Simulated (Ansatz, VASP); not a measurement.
NaBe: VASP beside Ansatz

INCAR

```
ALGO = Fast ; EDIFF = 1E-7
EDIFFG = -0.01 ; ENCUT = 600
GGA = PE ; IBRION = 2
ISIF = 3 ; ISMEAR = 0
LASPH = True ; LCHARG = False
LREAL = False ; LWAVE = False
NELM = 80 ; NSW = 100
PREC = Accurate ; SIGMA = 0.1
```

KPOINTS

```
k-points
0
Gamma
  20 20 12
```

File POSCAR:

```
NaBe
1.0
    2.7376357723      0.0000000000      0.0000000000
    0.0000000000      2.7376357723      0.0000000000
    0.0000000000      0.0000000000      4.7678367903
Na Be
1 1
Direct
    0.5000000000      0.5000000000      0.5000000000
    0.0000000000      0.0000000000      0.0000000000
```

Input for Ansatz:

```yaml
crystal:
  lattice:
    - [2.7376357723, 0.0, 0.0]
    - [0.0, 2.7376357723, 0.0]
    - [0.0, 0.0, 4.7678367903]
  atoms:
    - { symbol: Na, position: [0.5, 0.5, 0.5] }
    - { symbol: Be, position: [0.0, 0.0, 0.0] }
basis:
  ecutwfc: 420
kpoints:
  mp_grid: { grid: [20, 20, 12] }
hamiltonian:
  xc: pbe
scf:
  occupations: { method: gaussian, width: 0.1 }
output:
  forces: true
  stress: true
  eigenvalues: true
relax:
  adjacent_minimum: "off"
  f_tol: 0.01
  max_steps: 80
  cell: { stress_tol: 0.05 }
```

Alike in both runs: task relaxation of cell and atoms; functional PBE; k mesh 20 × 20 × 12; occupations gaussian, width 0.1 eV; no spin polarisation.

```csv
,VASP,Ansatz
version,VASP 6.6.1,Ansatz 0.2.0
potentials or method,"VASP PAW PBE potentials, release 64 (Na_pv, Be), cutoff 600 eV","scalar-relativistic, plane waves, PAW"
valence electrons in the cell,9,11
```

Ansatz gave:

```
gap on the k mesh at the Fermi level, each at its own relaxed structure (eV) : none
relaxed volume (Å³/atom)                                                     : 17.67
relaxed length of the cell vector where the two differ most in proportion (Å)              : 2.709
```

**Question.** Estimate VASP's values.

**Answer.** gap on the k mesh at the Fermi level, each at its own relaxed structure (eV): none; relaxed volume (Å³/atom): 17.69; relaxed length of the cell vector where the two differ most in proportion (Å): 2.711.

A gap of «none» marks a metal or a gap that the smearing closes. VASP's potentials hold 9 valence electrons a cell and Ansatz's 11, so a difference there can come from the potentials and not from the codes.
